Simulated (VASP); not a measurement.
C: single point with PBEsol+D3(BJ)

The system is C.

```
C
1.0
     2.50153    0.00000    0.00000
    -1.25076    2.16639    0.00000
     0.00000    0.00000    7.11534
C
4
Direct
  0.00000 0.00000 0.00250
  0.00000 0.00000 0.50250
  0.33333 0.66667 0.00250
  0.66667 0.33333 0.50250
```

```
Program             : VASP 6.6.1
Task                : single point
Functional          : PBEsol
Dispersion          : D3(BJ)
Potentials or basis : VASP PAW PBE potentials, release 64 (C)
Cutoff              : 520 eV
k mesh              : 21 × 21 × 8
Occupations         : gaussian, width 0.15 eV
Spin                : no spin polarisation
```

The pressure is -13.2 GPa, the band gap on the k mesh is zero (bands 8 and 9 overlap by 0.02 eV) and the dispersion energy per atom is -0.103 eV.

Stress tensor (GPa, compression positive):
```
-18.92   0.00   0.00
  0.00 -18.92   0.00
  0.00   0.00  -1.68
```

Levels at points of the mesh, in eV from the Fermi level:
| k point | band 5 | band 6 | band 7 | band 8 | band 9 | band 10 | band 11 | band 12 |
| --- | --- | --- | --- | --- | --- | --- | --- | --- |
| (0.00, 0.00, 0.00) | -3.00 | -3.00 | -2.99 | -2.99 | 3.81 | 8.01 | 8.01 | 8.05 |
| (0.00, 0.00, 0.50) | -3.00 | -3.00 | -3.00 | -3.00 | 6.04 | 6.04 | 8.03 | 8.03 |

Run time: 56 s on 1 thread of Intel(R) Xeon(R) 6975P-C (Granite Rapids), with other jobs on the host, peak memory 0.24 GiB.

Caveat: the cell stands under tension; the PAW data sets were made with another functional, which shifts forces and pressure a little.
